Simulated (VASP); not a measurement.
A run of VASP 6.6.1 is set up as follows.

Contents of INCAR:

```
PREC     = Accurate       # precision mode
ENCUT    = 600            # plane-wave cutoff, eV
EDIFF    = 1E-6           # SCF threshold, eV
ISMEAR   = 0              # smearing method
SIGMA    = 0.01           # smearing width, eV
LREAL    = F              # projectors in reciprocal space
LASPH    = T              # aspherical terms in the spheres
NELM     = 80             # most SCF steps
ALGO     = Normal         # electronic algorithm
ISIF     = 3              # what is computed and relaxed
LWAVE    = F              # write WAVECAR
LCHARG   = F              # write CHGCAR
GGA      = PS             # functional
IBRION   = 2              # ionic algorithm
NSW      = 100            # ionic steps
EDIFFG   = -0.002         # ionic threshold
PSTRESS  = 70.0
```

Contents of KPOINTS:

```
Automatic mesh
0
Gamma
  10 10 10
```

The input POSCAR:

```
MgO
1.0
    0.0000000000      2.1071396364      2.1071396364
    2.1071396364      0.0000000000      2.1071396364
    2.1071396364      2.1071396364      0.0000000000
Mg O
1 1
Direct
    0.0000000000      0.0000000000      0.0000000000
    0.5000000000      0.5000000000      0.5000000000
```

Potentials or basis: VASP PAW PBE potentials, release 64 (Mg, O).

The run is started by

```console
$ cat potpaw_PBE.64/Mg/POTCAR potpaw_PBE.64/O/POTCAR > POTCAR
$ mpirun -np 1 vasp_std > vasp.out
```

Estimate the space group after relaxing (to 0.05 Å).

Fm-3m (No. 225).

What does it give for the relaxed volume?

8.95 Å³/atom.

Predict the relaxed cell.

a = 2.936 Å, b = 2.936 Å, c = 2.936 Å, α = 60.00°, β = 60.00°, γ = 60.00°.

Final structure:
```
Mg O
1.0
     0.00000    2.07599    2.07599
     2.07599    0.00000    2.07599
     2.07599    2.07599    0.00000
Mg O
1 1
Cartesian
  0.0000 0.0000 0.0000
  2.0760 2.0760 2.0760
```

Caveat: the cell is relaxed towards a set pressure, so the enthalpy falls and the energy may rise; the PAW data sets were made with another functional, which shifts forces and pressure a little.
